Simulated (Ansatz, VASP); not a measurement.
**Two plane-wave programs on SnSe2**

Contents of INCAR:

```
SYSTEM = SnSe2
PREC = Accurate ; ENCUT = 520
EDIFF = 1E-6 ; ISMEAR = 0
SIGMA = 0.02 ; LREAL = .FALSE.
LASPH = .TRUE. ; NELM = 100
ALGO = Normal ; ISIF = 2
LWAVE = .FALSE. ; LCHARG = .FALSE.
GGA = PS ; NBANDS = 20
```

Contents of KPOINTS:

```
Automatic mesh
0
G
  12 12 6
  0 0 0
```

The input POSCAR:

```
SnSe2
1.0
    3.7410997642      0.0000000000      0.0000000000
   -1.8705498821      3.2398874339      0.0000000000
    0.0000000000      0.0000000000      6.3013676425
Sn Se
1 2
Direct
    0.0000000000      0.0000000000      0.0000000000
    0.6666666667      0.3333333333      0.7442224355
    0.3333333333      0.6666666667      0.2557775645
```

Input for Ansatz:

```yaml
crystal:
  lattice:
    - [3.7410997642, 0.0, 0.0]
    - [-1.8705498821, 3.2398874339, 0.0]
    - [0.0, 0.0, 6.3013676425]
  atoms:
    - { symbol: Sn, position: [0.0, 0.0, 0.0] }
    - { symbol: Se, position: [0.6666666667, 0.3333333333, 0.7442224355] }
    - { symbol: Se, position: [0.3333333333, 0.6666666667, 0.2557775645] }
basis:
  ecutwfc: 420
kpoints:
  mp_grid: { grid: [12, 12, 6] }
  band_path: { path: [VBM, CBM], npoints: 2 }
hamiltonian:
  xc: pbesol
scf:
  occupations: { method: gaussian, width: 0.02 }
output:
  forces: true
  stress: true
  eigenvalues: true
checkpoint:
  read: start.run
  write: ck
  compress: false
  write_wavefunctions: false
  write_every: 100000
```

Alike in both runs: task single point; functional PBEsol; k mesh 12 × 12 × 6; occupations gaussian, width 0.02 eV; no spin polarisation.

|  | VASP | Ansatz |
| --- | --- | --- |
| version | VASP 6.6.1 | Ansatz 0.2.0 |
| potentials or method | VASP PAW PBE potentials, release 64 (Sn_d, Se), cutoff 520 eV | scalar-relativistic, plane waves, PAW |
| valence electrons in the cell | 26 | 46 |

|  | VASP | Ansatz | Ansatz less VASP |
| --- | --- | --- | --- |
| gap on the k mesh at the Fermi level (eV) | 0.46 | 0.46 | +0.003 |
| least direct gap on the mesh (eV) | 1.07 | 1.07 | +0.003 |
| pressure (GPa) | 1.8 | 1.7 | -0.12 |
| traceless stress, the component that is largest in VASP (GPa) | -1.68 | -1.70 | -0.018 |
| rms of the force components (eV/Å) | 0.010 | 0.001 | -0.0091 |

VASP's potentials were made for PBE, not for PBEsol. Atom by atom the forces differ by 0.010 eV/Å (rms over components). VASP's potentials hold 26 valence electrons a cell and Ansatz's 46, so a difference there can come from the potentials and not from the codes.
